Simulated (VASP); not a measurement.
Input of a VASP 6.6.1 run:

INCAR

```
SYSTEM = W3C
ALGO = Normal
DIPOL = 0.5 0.5 0.361
EDIFF = 1E-7
EDIFFG = -0.025
ENCUT = 520
GGA = CA
GGA_COMPAT = .False.
IBRION = 2
IDIPOL = 3
ISIF = 2
ISMEAR = 0
KPAR = 4
LASPH = .True.
LCHARG = .False.
LDIPOL = .True.
LREAL = .False.
LWAVE = .False.
NELM = 120
NELMDL = -8
NELMIN = 4
NSW = 36
PREC = Accurate
SIGMA = 0.1
```

The input KPOINTS:

```
k-points
0
Gamma
  12 12 1
  0 0 0
```

The input POSCAR:

```
W3C
1.0
    2.8090103839      0.0000000000      0.0000000000
   -1.4045051920      2.4326743520      0.0000000000
    0.0000000000      0.0000000000     20.1144288635
W C
3 1
Selective dynamics
Direct
    0.6666666667      0.3333333333      0.1988622211  F F F
    0.3333333333      0.6666666667      0.3135698338  F F F
    0.0000000000      0.0000000000      0.4282711143  F F F
    0.5000000000      0.3333333333      0.5048330695  F F T
```

Potentials or basis: VASP PAW LDA potentials, release 64 (W_sv, C).

Command:

```sh
$ cat potpaw_LDA.64/W_sv/POTCAR potpaw_LDA.64/C/POTCAR > POTCAR
$ mpirun -np 4 vasp_std > vasp.out
```

(1) Estimate the band gap on the k mesh.

(2) Estimate the energy gained by relaxing.

Results:

(1) zero (bands 23 and 24 overlap by 0.92 eV).

(2) 101.7 meV/atom.

Caveat: spin-orbit coupling is left out, which moves the levels of the heavy elements.
